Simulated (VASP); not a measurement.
TiN: single point with PBE

Crystal: TiN.

```
CELL_PARAMETERS angstrom
0.00000 2.12343 2.12343
2.12343 0.00000 2.12343
2.12343 2.12343 0.00000
ATOMIC_POSITIONS crystal
Ti 0.00000 0.00000 0.00000
N 0.50000 0.50000 0.50000
```

```json
{
 "Program": "VASP 6.6.1",
 "Task": "single point",
 "Functional": "PBE",
 "Potentials or basis": "VASP PAW PBE potentials, release 64 (Ti_sv, N)",
 "Cutoff": "520 eV",
 "k mesh": "38 × 38 × 38",
 "Occupations": "gaussian, width 0.1 eV",
 "Spin": "no spin polarisation",
 "Dipole correction": "no",
 "Further INCAR settings": "ALGO = Normal; EDIFF = 1e-07; NBANDS = 16"
}
```

| Quantity | Value |
| --- | --- |
| Pressure | 0.5 GPa |
| Band gap on the k mesh | zero (an odd number of electrons rules out a gap without spin polarisation) |

Levels at points of the mesh, in eV from the Fermi level:
```csv
k point,band 6,band 7,band 8,band 9,band 10,band 11
"(0.00, 0.00, 0.00)",-2.04,-2.04,-2.04,-0.61,-0.61,-0.61
"(0.50, 0.00, 0.00)",-8.06,-5.46,-5.46,1.67,1.67,2.34
"(0.50, 0.50, 0.00)",-5.82,-3.23,-3.23,-3.05,1.63,2.36
```

It took 3.9 min on 1 thread of AMD EPYC 9R45 96-Core Processor (Zen 5) (shared host), peak memory 0.48 GiB.
